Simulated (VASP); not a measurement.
MgB2, 3 atoms in the cell. The structure is hexagonal, space group P6/mmm (No. 191). Conventional cell: a = 2.817 Å, b = 2.817 Å, c = 3.785 Å, α = 90.00°, β = 90.00°, γ = 120.00°. Within 3.3 Å of Mg (site symmetry 6/mmm) lie 12 B at 2.50 Å and 6 Mg at 2.82 Å. Within 2.2 Å of B (site symmetry -6m2) lie 3 B at 1.63 Å.  This cell differs from its parent crystal: strain -0.080 along x and y, +0.080 along z.

| Quantity | Value |
| --- | --- |
| Program | VASP 6.6.1 |
| Task | single point |
| Functional | PBEsol |
| Potentials or basis | VASP PAW PBE potentials, release 64 (Mg, B) |
| Cutoff | 520 eV |
| k mesh | 18 × 18 × 14 |
| Occupations | gaussian, width 0.15 eV |
| Spin | no spin polarisation |
| Dipole correction | no |
| Further INCAR settings | ALGO = Normal; EDIFF = 1e-06; NBANDS = 11 |

Potentials or basis: VASP PAW PBE potentials, release 64 (Mg, B).

Run with:

```sh
$ cat potpaw_PBE.64/Mg/POTCAR potpaw_PBE.64/B/POTCAR > POTCAR
$ mpirun -np 1 vasp_std > vasp.out
```

Hardware: 1 thread of AMD EPYC 7R43 64-Core Processor (Zen 3) (shared host).

Problem. Estimate the wall time of this run.

Solution. It took 110 s on 1 thread of AMD EPYC 7R43 64-Core Processor (Zen 3), with other jobs on the host, peak memory 0.17 GiB. Counts: scf iterations 12, k points 296.
